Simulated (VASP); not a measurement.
Set up this calculation in VASP 6.6.1, as the native input.

```yaml
Task: single point
Functional: PBE
Potentials_or_basis: VASP PAW PBE potentials, release 64 (Na_pv)
Cutoff: 520 eV
k_mesh: 10 × 10 × 6
Occupations: fermi-dirac, width 0.05 eV
Spin: no spin polarisation
Dipole_correction: no
Further_INCAR_settings: ALGO = Normal; EDIFF = 1e-06; NBANDS = 14
```

The structure of Na lies in POSCAR:

```
Na
1.0
   -2.0985628867      2.0985628867      2.0985628867
    2.0985628867     -2.0985628867      2.0985628867
    4.1971257734      4.1971257734      0.0000000000
Na
2
Direct
    0.0000000000      0.0000000000      0.0000000000
    0.5000000000      0.5000000000      0.5000000000
```

The input as run:

INCAR

```
PREC     = Accurate       # precision mode
ENCUT    = 520            # plane-wave cutoff, eV
EDIFF    = 1E-6           # SCF threshold, eV
ISMEAR   = -1             # smearing method
SIGMA    = 0.05           # smearing width, eV
LREAL    = F              # projectors in reciprocal space
LASPH    = T              # aspherical terms in the spheres
NELM     = 100            # most SCF steps
ALGO     = Normal         # electronic algorithm
ISIF     = 2              # what is computed and relaxed
LWAVE    = F              # write WAVECAR
LCHARG   = T              # write CHGCAR
GGA      = PE             # functional
LELF     = T              # ELF
LVHAR    = T            
NBANDS   = 14             # bands
```

KPOINTS

```
Automatic mesh
0
Gamma
  10 10 6
```

Potentials or basis: VASP PAW PBE potentials, release 64 (Na_pv).

Command:

```console
$ cat potpaw_PBE.64/Na_pv/POTCAR > POTCAR
$ mpirun -np 1 vasp_std > vasp.out
```

Results of the run:

- Pressure: 0.0 GPa
- Band gap on the k mesh: zero (band 7 reaches 2.39 eV, above the bottom of band 8 at -1.85 eV)

It took 110 s on 1 thread of Intel Xeon 8259CL (shared host), peak memory 0.23 GiB.
